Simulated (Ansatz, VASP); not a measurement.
**Ge: VASP beside Ansatz**

Contents of INCAR:

```
ALGO = Normal ; EDIFF = 1E-7
ENCUT = 520 ; ISIF = 2
ISMEAR = -1 ; LASPH = True
LCHARG = False ; LREAL = False
LWAVE = False ; NBANDS = 13
NELM = 80 ; PREC = Accurate
SIGMA = 0.05
```

Contents of KPOINTS:

```
k-points
0
Gamma
  6 6 6
```

POSCAR

```
Ge
1.0
    2.7104700000      0.0000000000      0.0000000000
    0.0000000000      2.7104700000      0.0000000000
    0.0000000000      0.0000000000      2.7104700000
Ge
1
Direct
    0.0000000000      0.0000000000      0.0000000000
```

File input.yaml:

```yaml
crystal:
  lattice:
    - [2.71047, 0.0, 0.0]
    - [0.0, 2.71047, 0.0]
    - [0.0, 0.0, 2.71047]
  atoms:
    - { symbol: Ge, position: [0.0, 0.0, 0.0] }
hamiltonian:
  xc: lda
  pseudopotentials: { kind: paw }
kpoints:
  mp_grid: { grid: [6, 6, 6] }
scf:
  occupations: { method: fermi_dirac, width: 0.05 }
  n_extra_bands: 6
output:
  forces: true
  stress: true
  eigenvalues: true
  dos: { projected: true, de: 0.05, nscf_kmesh: { grid: [9, 9, 9] } }
```

Alike in both runs: functional LDA; k mesh 6 × 6 × 6; occupations fermi-dirac, width 0.05 eV; no spin polarisation.

|  | VASP | Ansatz |
| --- | --- | --- |
| version | VASP 6.6.1 | Ansatz 0.2.0 |
| potentials or method | VASP PAW LDA potentials, release 64 (Ge_d) | Ansatz PAW |
| plane-wave cutoff (eV) | 520 | 420 |
| valence electrons in the cell | 14 | 14 |
| task | single point | projected density of states |

```tsv
	VASP	Ansatz	Ansatz less VASP
gap on the k mesh at the Fermi level (eV)	none	none	-
pressure (GPa)	-5.4	-5.4	-0.02
```

LDA's correlation is that of Perdew and Zunger in VASP and of Perdew and Wang (1992) in Ansatz. A gap of «none» marks a metal or a gap that the smearing closes.

The k mesh is coarse, so the values compare programs but aren't converged.
